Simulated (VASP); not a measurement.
# SnTe (R-3m) in VASP: a series of runs, part 2 of 2

VASP 6.6.1. Earlier steps stand in the parts before.

### Step 3. Single point, PBE+D3(BJ)

This run uses another cell than the first one, of 30.69 Å³/atom.

Contents of INCAR:

```
SYSTEM = SnTe
  PREC = Accurate
  ENCUT = 500
  EDIFF = 1E-6
  ISMEAR = 0
  SIGMA = 0.02
  LREAL = .FALSE.
  LASPH = .TRUE.
  NELM = 120
  ALGO = Normal
  ISIF = 2
  LWAVE = .FALSE.
  LCHARG = .FALSE.
  GGA = PE
  IVDW = 12
  NBANDS = 17
  GGA_COMPAT = .FALSE.
```

Contents of KPOINTS:

```
regular mesh
0
G
  9 9 9
  0 0 0
```

Contents of POSCAR:

```
SnTe
1.0
    4.3412781505      0.0000000000      0.0000000000
   -2.1706390753      3.7596571633      0.0000000000
   -2.1706390753      1.2532190544      3.7608862718
Sn Te
1 1
Direct
    0.0000000000      0.0000000000      0.0000000000
    0.5000000000      0.5000000000      0.5000000000
```

Potentials or basis: VASP PAW PBE potentials, release 64 (Sn_d, Te).

On the command line:

```
> cat potpaw_PBE.64/Sn_d/POTCAR potpaw_PBE.64/Te/POTCAR > POTCAR
> mpirun -np 1 vasp_std > vasp.out
```

OUTCAR:

```text
SYSTEM = SnTe
   PREC = Accurate
   ENCUT = 500
   EDIFF = 1E-6
   ISMEAR = 0
   LREAL = .FALSE.
   LASPH = .TRUE.
   NELM = 120
   ISIF = 2
   GGA = PE
   IVDW = 12
 IVDW          = 12

 ion  position               nearest neighbor table
   1  0.000  0.000  0.000-   2 3.13   2 3.13   2 3.13   2 3.13   2 3.13   2 3.13
   2  0.500  0.500  0.500-   1 3.13   1 3.13   1 3.13   1 3.13   1 3.13   1 3.13

  LATTYP: Found a trigonal (rhomboedric) cell.
 ALAT       =     4.5195682917
 COS(alpha) =     0.5386703976

  Lattice vectors:

 A1 = (  -0.0000000000,  -2.5064381089,   3.7608862718)
 A2 = (   2.1706390752,   1.2532190544,   3.7608862718)
 A3 = (  -2.1706390753,   1.2532190544,   3.7608862718)

Analysis of symmetry for initial positions (statically):
=====================================================================
 Subroutine PRICEL returns:
 Original cell was already a primitive cell.

 Routine SETGRP: Setting up the symmetry group for a
 trigonal (rhombohedral) supercell.

 Subroutine GETGRP returns: Found 12 space group operations
 (whereof 12 operations were pure point group operations)
 out of a pool of 12 trial point group operations.

The static configuration has the point symmetry D_3d.

Analysis of symmetry for dynamics (positions and initial velocities):
=====================================================================
 Subroutine PRICEL returns:
 Original cell was already a primitive cell.

 Routine SETGRP: Setting up the symmetry group for a
 trigonal (rhombohedral) supercell.

 Subroutine GETGRP returns: Found 12 space group operations
 (whereof 12 operations were pure point group operations)
 out of a pool of 12 trial point group operations.

The dynamic configuration has the point symmetry D_3d.

 Subroutine INISYM returns: Found 12 space group operations
 (whereof 12 operations are pure point group operations),
 and found     1 'primitive' translations

----------------------------------------------------------------------------------------

                                     Primitive cell

  volume of cell :      61.3841

  direct lattice vectors                    reciprocal lattice vectors
     4.341278150  0.000000000  0.000000000     0.230346908  0.132990850  0.088631591
    -2.170639075  3.759657163  0.000000000     0.000000000  0.265981699 -0.088631591
    -2.170639075  1.253219054  3.760886272     0.000000000  0.000000000  0.265894773

  length of vectors
     4.341278150  4.341278151  4.519568292     0.280360167  0.280360167  0.265894773

  position of ions in fractional coordinates (direct lattice)
     0.000000000  0.000000000  0.000000000
     0.500000000  0.500000000  0.500000000

  ion indices of the primitive-cell ions
   primitive index   ion index
                 1           1
                 2           2

----------------------------------------------------------------------------------------

 KPOINTS: regular mesh

Automatic generation of k-mesh.
 Grid dimensions read from file:
 generate k-points for:    9    9    9

 Generating k-lattice:

  Cartesian coordinates                     Fractional coordinates (reciprocal lattice)
     0.025594101  0.014776761  0.009847955     0.111111111  0.000000000  0.000000000
     0.000000000  0.029553522 -0.009847955     0.000000000  0.111111111 -0.000000000
     0.000000000  0.000000000  0.029543864     0.000000000  0.000000000  0.111111111

  Length of vectors
     0.031151130  0.031151130  0.029543864

  Shift w.r.t. Gamma in fractional coordinates (k-lattice)
     0.000000000  0.000000000  0.000000000

 Subroutine IBZKPT returns following result:
 ===========================================

 Found     85 irreducible k-points:

 Following reciprocal coordinates:
            Coordinates               Weight
  0.000000  0.000000  0.000000      1.000000
  0.111111  0.000000  0.000000      6.000000
  0.222222  0.000000  0.000000      6.000000
  0.333333  0.000000  0.000000      6.000000
  0.444444  0.000000  0.000000      6.000000
  0.111111  0.111111 -0.000000      6.000000
[... 16 lines left out ...]
 -0.333333  0.333333  0.000000      6.000000
  0.444444  0.444444 -0.000000      6.000000
 [... further k-points ...]
   k-points           NKPTS =     85   k-points in BZ     NKDIM =     85   number of bands    NBANDS=     17
   number of dos      NEDOS =    301   number of ions     NIONS =      2
   total plane-waves  NPLWV =  36864
   dimension x,y,z NGX =    32 NGY =   32 NGZ =   36
   dimension x,y,z NGXF=    64 NGYF=   64 NGZF=   72
   ions per type =               1   1
   NGX,Y,Z   is equivalent  to a cutoff of  12.25, 12.25, 13.24 a.u.
   NGXF,Y,Z  is equivalent  to a cutoff of  24.51, 24.51, 26.48 a.u.
 SYSTEM =  SnTe
   PREC   = accura    normal or accurate (medium, high low for compatibility)
   ISTART =      0    job   : 0-new  1-cont  2-samecut
   ICHARG =      2    charge: 1-file 2-atom 10-const
   ISPIN  =      1    spin polarized calculation?
   LNONCOLLINEAR =      F non collinear calculations
   LSORBIT =      F    spin-orbit coupling
   LASPH  =      T    aspherical Exc in radial PAW
   ENCUT  =  500.0 eV  36.75 Ry    6.06 a.u.   7.92  7.92  8.24*2*pi/ulx,y,z
   NELM   =    120;   NELMIN=  2; NELMDL= -5     # of ELM steps
   EDIFF  = 0.1E-05   stopping-criterion for ELM
   LREAL  =      F    real-space projection
   EDIFFG = 0.1E-04   stopping-criterion for IOM
   NSW    =      0    number of steps for IOM
   IBRION =     -1    ionic relax: 0-MD 1-quasi-New 2-CG
   NFREE  =      0    steps in history (QN), initial steepest desc. (CG)
   ISIF   =      2    stress and relaxation
   ISYM   =      2    0-nonsym 1-usesym 2-fastsym
   POTIM  = 0.5000    time-step for ionic-motion
   TEBEG  =    0.0;   TEEND  =   0.0 temperature during run
   PSTRESS=    0.0 pullay stress
   NELECT =      20.0000    total number of electrons
   NUPDOWN=      -1.0000    fix difference up-down
   EMIN   =  10.00;   EMAX   =-10.00  energy-range for DOS
   EFERMI =   0.00;   METHOD = LEGACY
   ISMEAR =     0;   SIGMA  =   0.02  broadening in eV -4-tet -1-fermi 0-gaus
   EFERMI_NEDOS =   21; number of points for ismear=-14 and -15
   IALGO  =     38    algorithm
   IMIX   =      4    mixing-type and parameters
     AMIX     =   0.40;   BMIX     =  1.00
     AMIX_MAG =   1.60;   BMIX_MAG =  1.00
  volume/ion in A,a.u.               =      30.69       207.12
  Fermi-wavevector in a.u.,A,eV,Ry     =   1.126504  2.128784 17.265952  1.269012
  Thomas-Fermi vector in A             =   2.263186
   LORBIT       =      0    0 simple, 1 ext, 2 COOP (PROOUT), +10 PAW based schemes
   GGA     = PE    functional components
   LHFCALC =     F    Hartree Fock is set to
   AEXX    =    0.0000 exact exchange contribution
   IVDW    =    12    specifies the selected vdW correction
   LEPSILON=     F    determine dielectric tensor
   LRPA    =     F    only Hartree local field effects (RPA)
 non-spin polarized calculation
 Gauss-broadening in eV      SIGMA  =   0.02
  energy-cutoff  :      500.00
  volume of cell :       61.38
 maximum number of plane-waves:      1571
   NGX = 15   NGY = 15   NGZ = 17

 number of electron      19.9999999 magnetization

 Free energy of the ion-electron system (eV)
  ---------------------------------------------------
  ext. energy  EPLUGINS =         0.00000000
  ---------------------------------------------------
  free energy    TOTEN  =        -7.50892966 eV

  energy without entropy =       -7.50880220  energy(sigma->0) =       -7.50886593

 E-fermi :   7.2842     XC(G=0):  -9.5825

 val. band max:        7.0174684259   @ k =   0.1111   0.0000   0.3333
 cond. band min:       7.2969046396   @ k =   0.4444   0.0000   0.0000
 fundamental gap:      0.2794362137
 Fermi energy:         7.2842396034

 k-point     1 :       0.0000    0.0000    0.0000
  band No.  band energies     occupation
      1     -14.7187      2.00000
      2     -14.7187      2.00000
      3     -14.7113      2.00000
      4     -14.7110      2.00000
      5     -14.7110      2.00000
      6      -5.7435      2.00000
[... 9 lines left out ...]
     16      12.1705      0.00000
     17      14.0226      0.00000
[... 441 lines left out ...]
 k-point    24 :       0.4444    0.4444   -0.0000
  band No.  band energies     occupation
      1     -14.7362      2.00000
      2     -14.7148      2.00000
      3     -14.7139      2.00000
      4     -14.7009      2.00000
      5     -14.6992      2.00000
      6      -4.0666      2.00000
[... 9 lines left out ...]
     16      17.0206      0.00000
     17      17.0745      0.00000

 [... further k-points ...]

------------------------ aborting loop because EDIFF is reached ----------------------------------------

 Edisp (eV)   -0.81774

 E8    (eV) :    -0.3854

  FORCE on cell =-STRESS in cart. coord.  units (eV):
  Direction    XX          YY          ZZ          XY          YZ          ZX
  --------------------------------------------------------------------------------------
  -------------------------------------------------------------------------------------
  Total       0.60389     0.60389    -0.11341    -0.00000     0.00000     0.00000
  in kB      15.76208    15.76208    -2.96004    -0.00000     0.00000     0.00000
  external pressure =        9.52 kB  Pullay stress =        0.00 kB

 VOLUME and BASIS-vectors are now :
 -----------------------------------------------------------------------------
  energy-cutoff  :      500.00
  volume of cell :       61.38
      direct lattice vectors                 reciprocal lattice vectors
     4.341278150  0.000000000  0.000000000     0.230346908  0.132990850  0.088631591
    -2.170639075  3.759657163  0.000000000     0.000000000  0.265981699 -0.088631591
    -2.170639075  1.253219054  3.760886272     0.000000000  0.000000000  0.265894773

 POSITION                                       TOTAL-FORCE (eV/Angst)
 -----------------------------------------------------------------------------------
      0.00000      0.00000      0.00000        -0.000000     -0.000000      0.000000
     -0.00000      2.50644      1.88044         0.000000      0.000000      0.000000
 -----------------------------------------------------------------------------------
    total drift:                                0.000000      0.000000      0.000000

  FREE ENERGIE OF THE ION-ELECTRON SYSTEM (eV)
  ---------------------------------------------------
  free  energy   TOTEN  =        -8.3266745447 eV

  energy  without entropy=       -8.3265470835  energy(sigma->0) =       -8.32661081
```

OSZICAR:

```text
N       E                     dE             d eps       ncg     rms          rms(c)
DAV:   1     0.123708987333E+03    0.12371E+03   -0.93800E+03  2940   0.133E+03
DAV:   2     0.393225805727E+01   -0.11978E+03   -0.11652E+03  3074   0.325E+02
DAV:   3    -0.723419945216E+01   -0.11166E+02   -0.11077E+02  3595   0.887E+01
DAV:   4    -0.754274228633E+01   -0.30854E+00   -0.30833E+00  3408   0.154E+01
DAV:   5    -0.755501566657E+01   -0.12273E-01   -0.12273E-01  4236   0.298E+00    0.488E+00
DAV:   6    -0.750725981807E+01    0.47756E-01   -0.11064E-01  3902   0.224E+00    0.305E+00
DAV:   7    -0.750882562700E+01   -0.15658E-02   -0.49864E-02  3543   0.110E+00    0.735E-01
DAV:   8    -0.750880865471E+01    0.16972E-04   -0.73146E-03  3739   0.674E-01    0.182E-01
DAV:   9    -0.750893799367E+01   -0.12934E-03   -0.59006E-04  3897   0.241E-01    0.422E-02
DAV:  10    -0.750892548918E+01    0.12504E-04   -0.10670E-04  3877   0.924E-02    0.152E-02
DAV:  11    -0.750892997621E+01   -0.44870E-05   -0.35766E-05  3560   0.496E-02    0.215E-02
DAV:  12    -0.750892966423E+01    0.31198E-06   -0.30770E-06  3507   0.156E-02
   1 F= -.83266745E+01 E0= -.83266108E+01  d E =-.127461E-03
```

stdout:

```text
POSCAR found type information on POSCAR SnTe
 POSCAR found :  2 types and       2 ions
 scaLAPACK will be used
 LDA part: xc-table for (Slater+PW92), standard interpolation
 POSCAR, INCAR and KPOINTS ok, starting setup
 FFT: planning ... GRIDC
 FFT: planning ... GRID_SOFT
 FFT: planning ... GRID
 WAVECAR not read
 entering main loop
```

Wall time 1.8 min (1 thread of Intel Xeon 8259CL, shared host); peak memory 0.25 GiB.

What came out:

```yaml
Free_energy: -8.3267 eV
Pressure: 1.0 GPa
Band_gap_on_the_k_mesh: zero (bands 10 and 11 overlap by 0.04 eV)
Dispersion_energy_per_atom: -0.409 eV
```

Stress tensor (GPa, compression positive):
```
 1.58  0.00  0.00
 0.00  1.58  0.00
 0.00  0.00 -0.30
```

Levels at points of the mesh, in eV from the Fermi level:
| k point | band 6 | band 7 | band 8 | band 9 | band 10 | band 11 | band 12 | band 13 | band 14 | band 15 |
| --- | --- | --- | --- | --- | --- | --- | --- | --- | --- | --- |
| (0.00, 0.00, 0.00) | -13.03 | -4.72 | -2.67 | -2.08 | -2.08 | 3.26 | 3.26 | 3.44 | 4.21 | 4.89 |

Caveat: semilocal functionals underestimate gaps, and a narrow one can read as zero; spin-orbit coupling is left out, which moves the levels of the heavy elements.

The gap in the log of VASP goes by the Fermi energy; the results here count the filled bands.